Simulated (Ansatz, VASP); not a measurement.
Cr in VASP and in Ansatz

Contents of INCAR:

```
SYSTEM = Cr
ALGO = Normal
EDIFF = 1E-6
ENCUT = 520
GGA = PE
ISIF = 2
ISMEAR = -1
ISPIN = 2
LASPH = .True.
LCHARG = .False.
LMAXMIX = 4
LORBIT = 11
LREAL = .False.
LWAVE = .False.
MAGMOM = 3 3 3 -3
NBANDS = 36
NELM = 150
PREC = Accurate
SIGMA = 0.05
```

File KPOINTS:

```
k-points
0
Gamma
  10 10 10
  0 0 0
```

Contents of POSCAR:

```
Cr
1.0
    2.9688993551      2.9688993551      0.0000000000
    2.9688993551      0.0000000000      2.9688993551
    2.9688993551      0.0000000000     -2.9688993551
Cr
4
Direct
    0.0000000000      0.0000000000      0.0000000000
    0.0000000000      0.5000000000      0.5000000000
    0.5000000000      0.2500000000      0.7500000000
    0.5000000000      0.7500000000      0.2500000000
```

Input for Ansatz:

```yaml
crystal:
  lattice:
    - [2.9688993551, 2.9688993551, 0.0]
    - [2.9688993551, 0.0, 2.9688993551]
    - [2.9688993551, 0.0, -2.9688993551]
  atoms:
    - { symbol: Cr, position: [0.0, 0.0, 0.0], spin: 3.0 }
    - { symbol: Cr, position: [0.0, 0.5, 0.5], spin: 3.0 }
    - { symbol: Cr, position: [0.5, 0.25, 0.75], spin: 3.0 }
    - { symbol: Cr, position: [0.5, 0.75, 0.25], spin: -3.0 }
magnetization:
  spin_polarized: true
kpoints:
  mp_grid: { grid: [10, 10, 10] }
scf:
  occupations: { method: fermi_dirac, width: 0.05 }
  lower_state_search: "off"
hamiltonian:
  xc: pbe
  pseudopotentials: { kind: all_electron, lapw: { basis_error: 0.001 } }
output:
  forces: true
  stress: true
  eigenvalues: true
  populations: true
```

Alike in both runs: task single point; functional PBE; k mesh 10 × 10 × 10; occupations fermi-dirac, width 0.05 eV; collinear spin.

```csv
,VASP,Ansatz
version,VASP 6.6.1,Ansatz 0.2.0
potentials or method,"VASP PAW PBE potentials, release 64 (Cr_pv), cutoff 520 eV","all-electron LAPW, scalar-relativistic"
```

|  | VASP | Ansatz | Ansatz less VASP |
| --- | --- | --- | --- |
| pressure (GPa) | -13.1 | -13.5 | -0.35 |
| net moment per atom (μB) | 0.00 | 0.00 | 0.000 |
| size of the moment on the site where the two differ most (μB) | 1.82 | 1.77 | -0.049 |

Site moments also hang on the region over which each program counts them. Ansatz ran all-electron here, and VASP with PAW potentials. Ansatz's warnings: seeded moment not kept.
